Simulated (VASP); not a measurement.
# C in VASP: further runs, part 2 of 2

VASP 6.6.1. The steps go on from the part before.

## Step 3: Single point, PBE, collinear spin, ferromagnetic start

This run uses another cell than the first one, of 70.66 Å³/atom, 1.150 times its volume.

File INCAR:

```
SYSTEM = C
PREC     = Accurate       ! precision mode
ENCUT    = 520            ! plane-wave cutoff, eV
EDIFF    = 1E-6           ! SCF threshold, eV
ISMEAR   = 0              ! smearing method
SIGMA    = 0.05           ! smearing width, eV
LREAL    = .False.        ! projectors in reciprocal space
LASPH    = .True.         ! aspherical terms in the spheres
NELM     = 150            ! most SCF steps
ALGO     = Normal         ! electronic algorithm
ISIF     = 2              ! what is computed and relaxed
LWAVE    = .False.        ! write WAVECAR
LCHARG   = .False.        ! write CHGCAR
ISPIN    = 2              ! spin polarisation
MAGMOM   = 0.5 0.5        ! initial moments
LORBIT   = 11             ! projections on sites
GGA      = PE             ! functional
NBANDS   = 15             ! bands
```

File KPOINTS:

```
Automatic mesh
0
Gamma
  1 1 43
  0 0 0
```

File POSCAR:

```
C
1.0
   10.3000000000      0.0000000000      0.0000000000
    0.0000000000      9.3000000000      0.0000000000
    0.0000000000      0.0000000000      1.4753547869
C
2
Direct
    0.4391912755      0.5000000000      0.0000000000
    0.5608087245      0.5000000000      0.5000000000
```

Potentials or basis: VASP PAW PBE potentials, release 64 (C).

Command:

```console
cat potpaw_PBE.64/C/POTCAR > POTCAR
mpirun -np 1 vasp_std > vasp.out
```

OUTCAR:

```text
SYSTEM = C
   PREC = Accurate
   ENCUT = 520
   EDIFF = 1E-6
   ISMEAR = 0
   LREAL = .False.
   LASPH = .True.
   NELM = 150
   ISIF = 2
   ISPIN = 2
   LORBIT = 11
   GGA = PE

 ion  position               nearest neighbor table
   1  0.439  0.500  0.000-   2 1.45   2 1.45
   2  0.561  0.500  0.500-   1 1.45   1 1.45

  LATTYP: Found a simple orthorhombic cell.
 ALAT       =     1.4753547869
 B/A-ratio  =     6.3035685264
 C/A-ratio  =     6.9813715938

  Lattice vectors:

 A1 = (   0.0000000000,   0.0000000000,  -1.4753547869)
 A2 = (   0.0000000000,   9.3000000000,   0.0000000000)
 A3 = (  10.3000000000,   0.0000000000,   0.0000000000)

Analysis of symmetry for initial positions (statically):
=====================================================================
 Subroutine PRICEL returns:
 Original cell was already a primitive cell.

 Routine SETGRP: Setting up the symmetry group for a
 simple orthorhombic supercell.

 Subroutine GETGRP returns: Found  8 space group operations
 (whereof  4 operations were pure point group operations)
 out of a pool of  8 trial point group operations.

The static configuration has the point symmetry C_2v.
 The point group associated with its full space group is D_2h.

Analysis of symmetry for dynamics (positions and initial velocities):
=====================================================================
 Subroutine PRICEL returns:
 Original cell was already a primitive cell.

 Routine SETGRP: Setting up the symmetry group for a
 simple orthorhombic supercell.

 Subroutine GETGRP returns: Found  8 space group operations
 (whereof  4 operations were pure point group operations)
 out of a pool of  8 trial point group operations.

The dynamic configuration has the point symmetry C_2v.
 The point group associated with its full space group is D_2h.

Analysis of structural, dynamic, and magnetic symmetry:
=====================================================================
 Subroutine PRICEL returns:
 Original cell was already a primitive cell.

[... 552 lines left out ...]
     10      15.3297      0.00000
     11      16.1620      0.00000
     12      16.7135      0.00000
     13      17.9690      0.00000
     14      18.2350      0.00000
     15      18.3670      0.00000
 Fermi energy:        -2.3821447657

 spin component 2

 k-point     1 :       0.0000    0.0000    0.0000
  band No.  band energies     occupation
      1     -27.4994      1.00000
      2     -15.9556      1.00000
      3     -12.8245      1.00000
      4     -10.9427      1.00000
      5      -4.8752      1.00000
      6       0.3348      0.00000
      7       1.2120      0.00000
      8       1.5341      0.00000
      9       1.6341      0.00000
     10       2.8770      0.00000
     11       3.1825      0.00000
     12       3.2737      0.00000
     13       3.5484      0.00000
     14       4.1969      0.00000
[... 365 lines left out ...]
      2     -16.4567      1.00000
      3      -1.0411      0.00000
      4      -0.4138      0.00000
      5       0.6532      0.00000
      6       1.4639      0.00000
      7       2.9473      0.00000
      8       4.0631      0.00000
      9      14.8708      0.00000
     10      15.3618      0.00000
     11      16.1691      0.00000
     12      16.7220      0.00000
     13      17.9807      0.00000
     14      18.2422      0.00000
     15      18.3709      0.00000

------------------------ aborting loop because EDIFF is reached ----------------------------------------

  FORCE on cell =-STRESS in cart. coord.  units (eV):
  Direction    XX          YY          ZZ          XY          YZ          ZX
  --------------------------------------------------------------------------------------
  -------------------------------------------------------------------------------------
  Total       10.0309408     -0.0123151     -9.7326898      0.0000000      0.0000000      0.0000000
  in kB      113.7196746     -0.1396145   -110.3384352      0.0000000      0.0000000      0.0000000
  external PRESSURE =       1.0805416 kB  Pullay stress =       0.0000000 kB

 VOLUME and BASIS-vectors are now :
 -----------------------------------------------------------------------------
  energy-cutoff  :      520.00
  volume of cell :      141.32
      direct lattice vectors                 reciprocal lattice vectors
    10.300000000  0.000000000  0.000000000     0.097087379  0.000000000  0.000000000
     0.000000000  9.300000000  0.000000000     0.000000000  0.107526882  0.000000000
     0.000000000  0.000000000  1.475354787     0.000000000  0.000000000  0.677803067

 POSITION                                       TOTAL-FORCE (eV/Angst)
 -----------------------------------------------------------------------------------
      4.52367      4.65000      0.00000        -8.025860      0.000000      0.000000
      5.77633      4.65000      0.73768         8.025860      0.000000      0.000000
 -----------------------------------------------------------------------------------
    total drift:                                0.000000     -0.000000      0.000000

  FREE ENERGIE OF THE ION-ELECTRON SYSTEM (eV)
  ---------------------------------------------------
  free  energy   TOTEN  =       -11.9761147736 eV

  energy  without entropy=      -11.9743005488  energy(sigma->0) =      -11.97520766

 total charge

# of ion       s       p       d       tot
------------------------------------------
    1        0.762   1.786   0.000   2.548
    2        0.762   1.786   0.000   2.548
--------------------------------------------------
tot          1.525   3.572   0.000   5.097

 magnetization (x)

# of ion       s       p       d       tot
------------------------------------------
    1        0.002   0.010   0.000   0.012
    2        0.002   0.010   0.000   0.012
--------------------------------------------------
tot          0.004   0.020   0.000   0.024
```

OSZICAR:

```text
N       E                     dE             d eps       ncg     rms          rms(c)
DAV:   1     0.358872930704E+02    0.35887E+02   -0.36056E+03  1496   0.364E+02
DAV:   2    -0.914545355097E+01   -0.45033E+02   -0.37273E+02  2115   0.848E+01
DAV:   3    -0.124306723023E+02   -0.32852E+01   -0.31030E+01  1909   0.233E+01
[... 12 lines left out ...]
DAV:  16    -0.119758600853E+02   -0.20323E-03   -0.11921E-05  1635   0.138E-02    0.409E-03
DAV:  17    -0.119760025908E+02   -0.14251E-03   -0.62984E-06  1611   0.108E-02    0.265E-03
DAV:  18    -0.119760624417E+02   -0.59851E-04   -0.38910E-06  1556   0.703E-03    0.167E-03
DAV:  19    -0.119760911209E+02   -0.28679E-04   -0.36633E-06  1470   0.652E-03    0.737E-04
DAV:  20    -0.119761149848E+02   -0.23864E-04   -0.15243E-06  1430   0.384E-03    0.471E-04
DAV:  21    -0.119761147736E+02    0.21117E-06   -0.13779E-07  1449   0.146E-03
   1 F= -.11976115E+02 E0= -.11975208E+02  d E =-.181422E-02  mag=     0.0420
```

It took 69 s on 1 thread of AMD EPYC 9R14 (Zen 4), shared host; peak memory 0.28 GiB.

What came out:

```
Free energy                                           : -11.9761 eV
Largest force                                         : 8.026 eV/Å
Net moment                                            : 0.04 μB per cell
Valence electrons inside the program's atomic spheres : C 2.55
```

Forces in eV/Å, atoms in the order of the input:
```
C   -8.026  0.000  0.000
C    8.026  0.000  0.000
```

## Step 4: Single point, PBE, collinear spin, ferromagnetic start

This run uses another cell than the first one, of 111.84 Å³/atom, 1.820 times its volume.

File INCAR:

```
SYSTEM = C
  PREC = Accurate
  ENCUT = 520
  EDIFF = 1E-6
  ISMEAR = 0
  SIGMA = 0.05
  LREAL = .False.
  LASPH = .True.
  NELM = 150
  ALGO = Normal
  ISIF = 2
  LWAVE = .False.
  LCHARG = .False.
  ISPIN = 2
  MAGMOM = 0.5 0.5
  LORBIT = 11
  GGA = PE
  NBANDS = 15
```

File KPOINTS:

```
Automatic mesh
0
Gamma
  1 1 26
  0 0 0
```

File POSCAR:

```
C
1.0
    9.6000000000      0.0000000000      0.0000000000
    0.0000000000      9.3000000000      0.0000000000
    0.0000000000      0.0000000000      2.5053194495
C
2
Direct
    0.4673786530      0.5000000000      0.0000000000
    0.5326213470      0.5000000000      0.5000000000
```

Command:

```console
cat potpaw_PBE.64/C/POTCAR > POTCAR
mpirun -np 1 vasp_std > vasp.out
```

It took 81 s on 1 thread of AMD EPYC 9R14 (Zen 4), shared host; peak memory 0.36 GiB.

Results (log left out):

```
Free energy                                           : -15.1040 eV
Largest force                                         : 5.451 eV/Å
Net moment                                            : 0.00 μB per cell
Valence electrons inside the program's atomic spheres : C 2.44
```

Forces in eV/Å, atoms in the order of the input:
```
C    5.451  0.000  0.000
C   -5.451  0.000  0.000
```

Levels at points of the mesh, in eV from the Fermi level:
Spin up:
```csv
k point,band 1,band 2,band 3,band 4,band 5,band 6,band 7,band 8,band 9
"(0.00, 0.00, 0.00)",-15.64,-4.81,-4.54,-4.21,2.72,5.57,6.23,6.54,6.56
"(0.00, 0.00, 0.50)",-11.88,-11.88,-0.63,-0.63,0.81,0.81,10.46,10.46,12.07
```
Spin down:
```csv
k point,band 1,band 2,band 3,band 4,band 5,band 6,band 7,band 8,band 9
"(0.00, 0.00, 0.00)",-15.64,-4.81,-4.54,-4.21,2.72,5.59,6.23,6.55,6.55
"(0.00, 0.00, 0.50)",-11.88,-11.88,-0.63,-0.63,0.81,0.81,10.46,10.46,12.08
```

## Step 5: Overview

| cell | k mesh | gap on the mesh (eV) | moment (μB) | largest force (eV/Å) |
| --- | --- | --- | --- | --- |
| a = 10.300, b = 9.300, c = 1.283 Å, 2 atoms | 1 × 1 × 43 | none | 0.00 | - |
| a = 10.300, b = 9.300, c = 1.475 Å, 2 atoms | 1 × 1 × 43 | none | 0.04 | 8.03 |
| a = 9.600, b = 9.300, c = 2.505 Å, 2 atoms | 1 × 1 × 26 | - | 0.00 | 5.45 |

Alike in all rows: task single point; level PBE; potentials or basis VASP PAW PBE potentials, release 64 (C); spin collinear, ferromagnetic start; cutoff (eV) 520; smearing gaussian 0.05 eV.

Absolute energies hang on the potentials; compare differences alone.
